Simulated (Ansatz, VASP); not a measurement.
SiO2 in VASP and in Ansatz

The input POSCAR:

```
SiO2
1.0
   -4.4694822814      4.4694822814      2.6154272578
    4.4694822814     -4.4694822814      2.6154272578
    4.4694822814      4.4694822814     -2.6154272578
Si O
4 8
Direct
    0.1769564250      0.1769564250      0.3539128499
    0.8230435750      0.1769564250      0.0000000000
    0.1769564250      0.8230435750      0.0000000000
    0.8230435750      0.8230435750      0.6460871501
    0.5000000000      0.5000000000      0.5000000000
    0.0000000000      0.5000000000      0.0000000000
    0.5000000000      0.0000000000      0.0000000000
    0.0000000000      0.0000000000      0.5000000000
    0.0000000000      0.2088304677      0.2088304677
    0.7911695323      0.0000000000      0.7911695323
    0.2088304677      0.0000000000      0.2088304677
    0.0000000000      0.7911695323      0.7911695323
```

Contents of INCAR.step1:

```
SYSTEM = SiO2
PREC     = Accurate       ! precision mode
ENCUT    = 520            ! plane-wave cutoff, eV
ISMEAR   = 0              ! smearing method
SIGMA    = 0.01           ! smearing width, eV
LREAL    = .False.        ! projectors in reciprocal space
LASPH    = .True.         ! aspherical terms in the spheres
NELM     = 100            ! most SCF steps
NBANDS   = 44             ! bands
GGA      = PE             ! functional
ALGO     = Normal         ! electronic algorithm
EDIFF    = 1E-4           ! SCF threshold, eV
LWAVE    = .True.         ! write WAVECAR
LCHARG   = .False.        ! write CHGCAR
```

INCAR.step2

```
SYSTEM = SiO2
PREC     = Accurate       ! precision mode
ENCUT    = 520            ! plane-wave cutoff, eV
EDIFF    = 1E-6           ! SCF threshold, eV
ISMEAR   = 0              ! smearing method
SIGMA    = 0.01           ! smearing width, eV
LREAL    = .False.        ! projectors in reciprocal space
LASPH    = .True.         ! aspherical terms in the spheres
NELM     = 100            ! most SCF steps
ALGO     = Normal         ! electronic algorithm
ISIF     = 2              ! what is computed and relaxed
LWAVE    = .False.        ! write WAVECAR
LCHARG   = .False.        ! write CHGCAR
METAGGA  = R2SCAN         ! meta-GGA
LMIXTAU  = .True.       
NBANDS   = 44             ! bands
ISTART   = 1
```

File KPOINTS:

```
regular mesh
0
Gamma
  6 6 6
  0 0 0
```

Input for Ansatz:

```yaml
crystal:
  lattice:
    - [-4.4694822814, 4.4694822814, 2.6154272578]
    - [4.4694822814, -4.4694822814, 2.6154272578]
    - [4.4694822814, 4.4694822814, -2.6154272578]
  atoms:
    - { symbol: Si, position: [0.176956425, 0.176956425, 0.3539128499] }
    - { symbol: Si, position: [0.823043575, 0.176956425, 0.0] }
    - { symbol: Si, position: [0.176956425, 0.823043575, 0.0] }
    - { symbol: Si, position: [0.823043575, 0.823043575, 0.6460871501] }
    - { symbol: O, position: [0.5, 0.5, 0.5] }
    - { symbol: O, position: [0.0, 0.5, 0.0] }
    - { symbol: O, position: [0.5, 0.0, 0.0] }
    - { symbol: O, position: [0.0, 0.0, 0.5] }
    - { symbol: O, position: [0.0, 0.2088304677, 0.2088304677] }
    - { symbol: O, position: [0.7911695323, 0.0, 0.7911695323] }
    - { symbol: O, position: [0.2088304677, 0.0, 0.2088304677] }
    - { symbol: O, position: [0.0, 0.7911695323, 0.7911695323] }
kpoints:
  mp_grid: { grid: [6, 6, 6] }
  band_path:
    path:
      - [0.0, 0.0, 0.0]
      - [0.0, 0.0, 0.5]
      - [-0.5, 0.5, 0.5]
      - [0.3356073119, 0.3356073119, -0.3356073119]
      - [-0.3356073119, 0.6643926881, 0.3356073119]
      - [0.25, 0.25, 0.25]
      - [0.0, 0.5, 0.0]
      - [0.489583, -0.489583, 0.489583]
    npoints: 1
hamiltonian:
  xc: r2scan
scf:
  occupations: { method: fixed }
  n_extra_bands: 7
output:
  forces: true
  stress: true
  eigenvalues: true
```

Alike in both runs: task single point; functional r2SCAN; k mesh 6 × 6 × 6; no spin polarisation.

```csv
,VASP,Ansatz
version,VASP 6.6.1,Ansatz 0.2.0
potentials or method,"VASP PAW PBE potentials, release 64 (Si, O)","plane waves, PAW"
plane-wave cutoff (eV),520,500
occupations,"gaussian, width 0.01 eV",fixed
valence electrons in the cell,64,64
```

|  | VASP | Ansatz | Ansatz less VASP |
| --- | --- | --- | --- |
| gap on the k mesh at the Fermi level (eV) | 6.07 | 6.08 | +0.008 |
| pressure (GPa) | 0.1 | 0.0 | -0.11 |
| rms of the force components (eV/Å) | 0.011 | 0.000 | -0.0113 |

VASP's potentials were made for PBE, not for r2SCAN. Atom by atom the forces differ by 0.011 eV/Å (rms over components).
